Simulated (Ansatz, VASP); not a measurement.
**Cu3B in VASP and in Ansatz**

```
Cu B
1.0
     3.46206    0.00000    0.00000
     0.00000    3.46206    0.00000
     0.00000    0.00000    3.47688
Cu B
3 1
Direct
  0.50000 0.00000 0.14477
  0.00000 0.50000 0.14477
  0.50000 0.50000 0.64487
  0.00000 0.00000 0.64707
```

Alike in both runs: functional PBE; k mesh 5 × 5 × 6; occupations gaussian, width 0.2 eV; no spin polarisation.

Ansatz relaxed the structure, and its values are those at the end. VASP's run is a single point on that final structure, the one shown.

```csv
,VASP,Ansatz
version,VASP 6.6.1,Ansatz 0.2.0
potentials or method,"VASP PAW PBE potentials, release 64 (Cu, B), cutoff 600 eV","scalar-relativistic, plane waves, PAW"
valence electrons in the cell,36,60
```

|  | VASP | Ansatz | Ansatz less VASP |
| --- | --- | --- | --- |
| gap on the k mesh at the Fermi level (eV) | none | none | - |
| pressure (GPa) | 0.6 | -0.1 | -0.63 |

A gap of «none» marks a metal or a gap that the smearing closes. VASP's potentials hold 36 valence electrons a cell and Ansatz's 60, so a difference there can come from the potentials and not from the codes.

The k mesh is coarse, so the values compare programs but aren't converged.
